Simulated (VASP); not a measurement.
# Si8C7 (a cell with a defect) in VASP: single point with PBEsol

Aim: the single point of Si8C7 (a cell with a defect) with PBEsol.

Program: VASP 6.6.1. These are calculated values, not measurements. Logs are shortened: lines on timing, memory, paths and dates and some standing lists are left out, and cuts for length are marked.

## (1) The cell of the first run

The cell holds a defect, 15 atoms: a = 6.161 Å, b = 6.161 Å, c = 6.161 Å, α = 60.00°, β = 60.00°, γ = 60.00°.

## (2) Single point, PBEsol (atoms taken out)

INCAR

```
SYSTEM = Si8C7
PREC = Accurate
ENCUT = 520
EDIFF = 1E-7
ISMEAR = 0
SIGMA = 0.05
LREAL = Auto
LASPH = .True.
NELM = 80
ALGO = Normal
ISIF = 2
LWAVE = .False.
LCHARG = .False.
GGA = PS
NBANDS = 43
NELECT = 56.0
```

KPOINTS

```
Automatic mesh
0
Gamma
  6 6 6
  0 0 0
```

POSCAR

```
Si8C7
1.0
    4.3568001662      0.0000000000     -4.3568001662
    0.0000000000      4.3568001662     -4.3568001662
    4.3568001662      4.3568001662      0.0000000000
Si C
8 7
Direct
    0.5000000000      0.0000000000      0.0000000000
    0.5000000000      0.0000000000      0.5000000000
    0.5000000000      0.5000000000      0.0000000000
    0.5000000000      0.5000000000      0.5000000000
    1.0000000000      0.0000000000      0.0000000000
    1.0000000000      0.0000000000      0.5000000000
    1.0000000000      0.5000000000      0.0000000000
    1.0000000000      0.5000000000      0.5000000000
    0.1412299567      0.1087700433      0.4750000000
    0.1250000000      0.6250000000      0.1250000000
    0.1250000000      0.6250000000      0.6250000000
    0.6250000000      0.1250000000      0.1250000000
    0.6250000000      0.1250000000      0.6250000000
    0.6250000000      0.6250000000      0.1250000000
    0.6250000000      0.6250000000      0.6250000000
```

Potentials or basis: VASP PAW PBE potentials, release 64 (Si, C).

The run is started by

```
> cat potpaw_PBE.64/Si/POTCAR potpaw_PBE.64/C/POTCAR > POTCAR
> mpirun -np 1 vasp_std > vasp.out
```

OUTCAR:

```text
SYSTEM = Si8C7
   PREC = Accurate
   ENCUT = 520
   EDIFF = 1E-7
   ISMEAR = 0
   LREAL = Auto
   LASPH = .True.
   NELM = 80
   ISIF = 2
   GGA = PS
   NELECT = 56.0

 ion  position               nearest neighbor table
   1  0.500  0.000  0.000-  12 1.89  13 1.89  14 1.89   2 3.08   3 3.08   5 3.08   2 3.08   4 3.08
                             6 3.08   3 3.08   4 3.08   7 3.08   5 3.08   6 3.08   7 3.08
   2  0.500  0.000  0.500-  13 1.89  12 1.89  15 1.89   9 2.03   4 3.08   6 3.08   1 3.08   1 3.08
                             3 3.08   5 3.08   3 3.08   4 3.08   8 3.08   5 3.08   6 3.08   8 3.08
   3  0.500  0.500  0.000-  14 1.89  12 1.89  10 1.89  15 1.89   4 3.08   7 3.08   1 3.08   2 3.08
                             4 3.08   8 3.08   1 3.08   2 3.08   5 3.08   5 3.08   7 3.08   8 3.08
   4  0.500  0.500  0.500-  15 1.89  13 1.89  14 1.89  11 1.89   3 3.08   8 3.08   2 3.08   1 3.08
                             3 3.08   7 3.08   1 3.08   2 3.08   6 3.08   6 3.08   7 3.08   8 3.08
   5  0.000  0.000  0.000-  10 1.89  12 1.89   7 3.08   1 3.08   6 3.08   2 3.08   6 3.08   8 3.08
                             3 3.08   7 3.08   8 3.08   1 3.08   2 3.08   3 3.08
   6  0.000  0.000  0.500-   9 1.26  11 1.89  13 1.89   2 3.08   5 3.08   8 3.08   1 3.08   5 3.08
                             7 3.08   4 3.08   7 3.08   8 3.08   1 3.08   2 3.08   4 3.08
   7  0.000  0.500  0.000-  10 1.89  11 1.89  14 1.89   3 3.08   5 3.08   8 3.08   4 3.08   6 3.08
                             8 3.08   1 3.08   5 3.08   6 3.08   1 3.08   3 3.08   4 3.08
   8  0.000  0.500  0.500-  11 1.89  10 1.89  15 1.89   9 2.18   6 3.08   7 3.08   4 3.08   3 3.08
                             5 3.08   7 3.08   2 3.08   5 3.08   6 3.08   2 3.08   3 3.08   4 3.08
   9  0.141  0.109  0.475-   6 1.26   2 2.03   8 2.18
  10  0.125  0.625  0.125-   7 1.89   5 1.89   3 1.89   8 1.89
  11  0.125  0.625  0.625-   8 1.89   6 1.89   7 1.89   4 1.89
  12  0.625  0.125  0.125-   1 1.89   2 1.89   3 1.89   5 1.89
  13  0.625  0.125  0.625-   2 1.89   1 1.89   4 1.89   6 1.89
  14  0.625  0.625  0.125-   3 1.89   1 1.89   4 1.89   7 1.89
  15  0.625  0.625  0.625-   4 1.89   3 1.89   2 1.89   8 1.89

 -----------------------------------------------------------------------------
|                                                                             |
|           W    W    AA    RRRRR   N    N  II  N    N   GGGG   !!!           |
|           W    W   A  A   R    R  NN   N  II  NN   N  G    G  !!!           |
|           W    W  A    A  R    R  N N  N  II  N N  N  G       !!!           |
|           W WW W  AAAAAA  RRRRR   N  N N  II  N  N N  G  GGG   !            |
|           WW  WW  A    A  R   R   N   NN  II  N   NN  G    G                |
|           W    W  A    A  R    R  N    N  II  N    N   GGGG   !!!           |
|                                                                             |
|     The distance between some ions is very small. Please check the          |
|     nearest-neighbor list in the OUTCAR file.                               |
|     I HOPE YOU KNOW WHAT YOU ARE DOING!                                     |
|                                                                             |
 -----------------------------------------------------------------------------

  LATTYP: Found a face centered cubic cell.
 ALAT       =     8.7136003324

  Lattice vectors:

 A1 = (   4.3568001662,   0.0000000000,  -4.3568001662)
 A2 = (   0.0000000000,   4.3568001662,  -4.3568001662)
 A3 = (   4.3568001662,   4.3568001662,   0.0000000000)

Analysis of symmetry for initial positions (statically):
=====================================================================
 Subroutine PRICEL returns:
 Original cell was already a primitive cell.

 Routine SETGRP: Setting up the symmetry group for a
 face centered cubic supercell.

 Subroutine GETGRP returns: Found  1 space group operations
 (whereof  1 operations were pure point group operations)
 out of a pool of 48 trial point group operations.

The static configuration has the point symmetry C_1 .

Analysis of symmetry for dynamics (positions and initial velocities):
=====================================================================
 Subroutine PRICEL returns:
 Original cell was already a primitive cell.

 Routine SETGRP: Setting up the symmetry group for a
 face centered cubic supercell.

 Subroutine GETGRP returns: Found  1 space group operations
[... 81 lines left out ...]

 Found    112 irreducible k-points:

 Following reciprocal coordinates:
            Coordinates               Weight
  0.000000  0.000000  0.000000      1.000000
  0.166667  0.000000  0.000000      2.000000
  0.000000  0.166667  0.000000      2.000000
  0.000000  0.000000  0.166667      2.000000
  0.166667  0.166667  0.166667      2.000000
  0.333333  0.000000  0.000000      2.000000
[... 16 lines left out ...]
  0.166667 -0.166667 -0.166667      2.000000
  0.333333  0.333333  0.166667      2.000000
 [... further k-points ...]
   k-points           NKPTS =    112   k-points in BZ     NKDIM =    112   number of bands    NBANDS=     43
   number of dos      NEDOS =    301   number of ions     NIONS =     15
   total plane-waves  NPLWV = 110592
   dimension x,y,z NGX =    48 NGY =   48 NGZ =   48
   dimension x,y,z NGXF=    96 NGYF=   96 NGZF=   96
   ions per type =               8   7
   NGX,Y,Z   is equivalent  to a cutoff of  12.95, 12.95, 12.95 a.u.
   NGXF,Y,Z  is equivalent  to a cutoff of  25.90, 25.90, 25.90 a.u.
 SYSTEM =  Si8C7
   PREC   = accura    normal or accurate (medium, high low for compatibility)
   ISTART =      0    job   : 0-new  1-cont  2-samecut
   ICHARG =      2    charge: 1-file 2-atom 10-const
   ISPIN  =      1    spin polarized calculation?
   LNONCOLLINEAR =      F non collinear calculations
   LSORBIT =      F    spin-orbit coupling
   LASPH  =      T    aspherical Exc in radial PAW
   ENCUT  =  520.0 eV  38.22 Ry    6.18 a.u.  11.46 11.46 11.46*2*pi/ulx,y,z
   NELM   =     80;   NELMIN=  2; NELMDL= -5     # of ELM steps
   EDIFF  = 0.1E-06   stopping-criterion for ELM
   LREAL  =      T    real-space projection
   EDIFFG = 0.1E-05   stopping-criterion for IOM
   NSW    =      0    number of steps for IOM
   IBRION =     -1    ionic relax: 0-MD 1-quasi-New 2-CG
   NFREE  =      0    steps in history (QN), initial steepest desc. (CG)
   ISIF   =      2    stress and relaxation
   ISYM   =      2    0-nonsym 1-usesym 2-fastsym
   POTIM  = 0.5000    time-step for ionic-motion
   TEBEG  =    0.0;   TEEND  =   0.0 temperature during run
   PSTRESS=    0.0 pullay stress
   NELECT =      56.0000    total number of electrons
   NUPDOWN=      -1.0000    fix difference up-down
   EMIN   =  10.00;   EMAX   =-10.00  energy-range for DOS
   EFERMI =   0.00;   METHOD = LEGACY
   ISMEAR =     0;   SIGMA  =   0.05  broadening in eV -4-tet -1-fermi 0-gaus
   EFERMI_NEDOS =   21; number of points for ismear=-14 and -15
   IALGO  =     38    algorithm
   IMIX   =      4    mixing-type and parameters
     AMIX     =   0.40;   BMIX     =  1.00
     AMIX_MAG =   1.60;   BMIX_MAG =  1.00
  volume/ion in A,a.u.               =      11.03        74.41
  Fermi-wavevector in a.u.,A,eV,Ry     =   1.141020  2.156215 17.713783  1.301926
  Thomas-Fermi vector in A             =   2.277721
   LORBIT       =      0    0 simple, 1 ext, 2 COOP (PROOUT), +10 PAW based schemes
   GGA     = PS    functional components
   LHFCALC =     F    Hartree Fock is set to
   AEXX    =    0.0000 exact exchange contribution
   IVDW    =     0    specifies the selected vdW correction
   LEPSILON=     F    determine dielectric tensor
   LRPA    =     F    only Hartree local field effects (RPA)
 non-spin polarized calculation
 Gauss-broadening in eV      SIGMA  =   0.05
  energy-cutoff  :      520.00
  volume of cell :      165.40
 maximum number of plane-waves:      4477
 NGX is ok and might be reduce to    48
   NGX = 23   NGY = 23   NGZ = 23

 number of electron      56.0000005 magnetization

 Free energy of the ion-electron system (eV)
  ---------------------------------------------------
  ext. energy  EPLUGINS =         0.00000000
  ---------------------------------------------------
  free energy    TOTEN  =      -134.26134768 eV

  energy without entropy =     -134.25162316  energy(sigma->0) =     -134.25648542

 E-fermi :   6.9441     XC(G=0): -11.0182

 val. band max:        6.9435645638   @ k =   0.5000   0.5000   0.3333
 cond. band min:       6.9484351739   @ k =   0.0000   0.0000   0.0000
 fundamental gap:      0.0048706101
 Fermi energy:         6.9441347697

 k-point     1 :       0.0000    0.0000    0.0000
  band No.  band energies     occupation
      1      -7.3694      2.00000
      2      -4.4903      2.00000
      3      -4.1342      2.00000
      4      -3.9990      2.00000
      5      -3.3616      2.00000
      6      -2.8893      2.00000
[... 1021 lines left out ...]
     39      13.7123      0.00000
     40      13.8911      0.00000

 [... further k-points ...]

 [bands above 40 left out]

------------------------ aborting loop because EDIFF is reached ----------------------------------------

  FORCE on cell =-STRESS in cart. coord.  units (eV):
  Direction    XX          YY          ZZ          XY          YZ          ZX
  --------------------------------------------------------------------------------------
  -------------------------------------------------------------------------------------
  Total      -40.6729344    -45.8959771     -3.7374794      7.4764990    -12.5869108    -18.3921172
  in kB     -393.9881607   -444.5824199    -36.2039935     72.4229057   -121.9261389   -178.1596662
  external PRESSURE =    -291.5915247 kB  Pullay stress =       0.0000000 kB

 VOLUME and BASIS-vectors are now :
 -----------------------------------------------------------------------------
  energy-cutoff  :      520.00
  volume of cell :      165.40
      direct lattice vectors                 reciprocal lattice vectors
     4.356800166  0.000000000 -4.356800166     0.114763125 -0.114763125 -0.114763125
     0.000000000  4.356800166 -4.356800166    -0.114763125  0.114763125 -0.114763125
     4.356800166  4.356800166  0.000000000     0.114763125  0.114763125  0.114763125

 POSITION                                       TOTAL-FORCE (eV/Angst)
 -----------------------------------------------------------------------------------
      2.17840      0.00000     -2.17840         0.981646     -1.212613     -0.901908
      4.35680      2.17840     -2.17840        -0.924354     -0.766965      0.352487
      2.17840      2.17840     -4.35680         0.040632      0.018870      0.101789
      4.35680      4.35680     -4.35680        -0.039256      0.042245      0.048969
      0.00000      0.00000      0.00000        -0.294258     -0.298451      1.085221
      2.17840      2.17840      0.00000       -18.067971    -12.789009     41.345389
      0.00000      2.17840     -2.17840        -1.305489      0.919612     -0.935874
      2.17840      4.35680     -2.17840        -0.725919     -0.816189      0.265909
      2.68479      2.54337     -1.08920        20.883863     16.414780    -41.895810
      1.08920      3.26760     -3.26760         0.030456     -0.331753     -0.766652
      3.26760      5.44600     -3.26760         0.633356     -1.349227      1.077826
      3.26760      1.08920     -3.26760        -0.346703     -0.213343     -1.070498
      5.44600      3.26760     -3.26760        -1.179303      0.433744      0.831367
      3.26760      3.26760     -5.44600         0.068122      0.086926      0.341166
      5.44600      5.44600     -5.44600         0.245179     -0.138627      0.120619
 -----------------------------------------------------------------------------------
    total drift:                               -0.001739      0.001935     -0.002493

  FREE ENERGIE OF THE ION-ELECTRON SYSTEM (eV)
  ---------------------------------------------------
  free  energy   TOTEN  =      -134.2613476789 eV

  energy  without entropy=     -134.2516231641  energy(sigma->0) =     -134.25648542
```

It took 37 min on 1 thread of Intel Xeon 8259CL, shared host; peak memory 0.63 GiB.

Results:

```yaml
Free_energy: -134.2613 eV
Largest_force: 49.607 eV/Å
```

Forces on the atoms (eV/Å):
```
Si    0.982  -1.213  -0.902
Si   -0.924  -0.767   0.352
Si    0.041   0.019   0.102
Si   -0.039   0.042   0.049
Si   -0.294  -0.298   1.085
Si  -18.068 -12.789  41.345
Si   -1.305   0.920  -0.936
Si   -0.726  -0.816   0.266
C    20.884  16.415 -41.896
C     0.030  -0.332  -0.767
C     0.633  -1.349   1.078
C    -0.347  -0.213  -1.070
C    -1.179   0.434   0.831
C     0.068   0.087   0.341
C     0.245  -0.139   0.121
```

Caveat: the cell carries a net charge on a neutralising background, which shifts energy and pressure; the cell differs from its parent crystal (atoms taken out); the cell is charged against a uniform background, so pressure and absolute levels hang on convention; atoms lie so close that the PAW spheres overlap strongly, which falsifies energies and pressures; the PAW data sets were made with another functional, which shifts forces and pressure a little.
